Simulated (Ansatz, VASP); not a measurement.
# GaN: VASP beside Ansatz

Contents of INCAR:

```
  PREC = Accurate
  ENCUT = 520
  EDIFF = 1E-6
  ISMEAR = -1
  SIGMA = 0.02
  LREAL = F
  LASPH = T
  NELM = 100
  ALGO = Normal
  ISIF = 2
  LWAVE = F
  LCHARG = F
  GGA = PE
  NBANDS = 16
```

File KPOINTS:

```
regular mesh
0
Gamma
  10 10 10
```

POSCAR

```
GaN
1.0
    0.0105425762      2.1085152362      2.1085152362
    2.1085152362      0.0105425762      2.1085152362
    2.1190578124      2.1190578124      0.0000000000
Ga N
1 1
Direct
    0.0000000000      0.0000000000      0.0000000000
    0.5000000000      0.5000000000      0.5000000000
```

Input for Ansatz:

```yaml
crystal:
  lattice:
    - [0.0105425762, 2.1085152362, 2.1085152362]
    - [2.1085152362, 0.0105425762, 2.1085152362]
    - [2.1190578124, 2.1190578124, 0.0]
  atoms:
    - { symbol: Ga, position: [0.0, 0.0, 0.0] }
    - { symbol: "N", position: [0.5, 0.5, 0.5] }
kpoints:
  mp_grid: { grid: [10, 10, 10] }
  band_path:
    path:
      - [0.0, 0.0, 0.0]
      - [0.5, 0.0, 0.5]
      - [0.625, 0.25, 0.625]
      - [0.375, 0.375, 0.75]
      - [0.5, 0.5, 0.5]
      - [0.5, 0.25, 0.75]
      - [0.174479, 0.174479, 0.348958]
      - [0.5, 0.5, 0.0]
    npoints: 1
hamiltonian:
  xc: pbe
scf:
  occupations: { method: fermi_dirac, width: 0.02 }
  n_extra_bands: 4
output:
  forces: true
  stress: true
  eigenvalues: true
```

Change from the starting cell: shear_xy strain +1.0%.

Alike in both runs: task single point; functional PBE; k mesh 10 × 10 × 10; occupations fermi-dirac, width 0.02 eV; no spin polarisation.

|  | VASP | Ansatz |
| --- | --- | --- |
| version | VASP 6.6.1 | Ansatz 0.2.0 |
| potentials or method | VASP PAW PBE potentials, release 64 (Ga_d, N) | plane waves, PAW |
| plane-wave cutoff (eV) | 520 | 420 |
| valence electrons in the cell | 18 | 18 |

|  | VASP | Ansatz | Ansatz less VASP |
| --- | --- | --- | --- |
| pressure (GPa) | 9.1 | 8.2 | -0.85 |
| traceless stress, the component that is largest in VASP (GPa) | -2.16 | -2.16 | -0.003 |
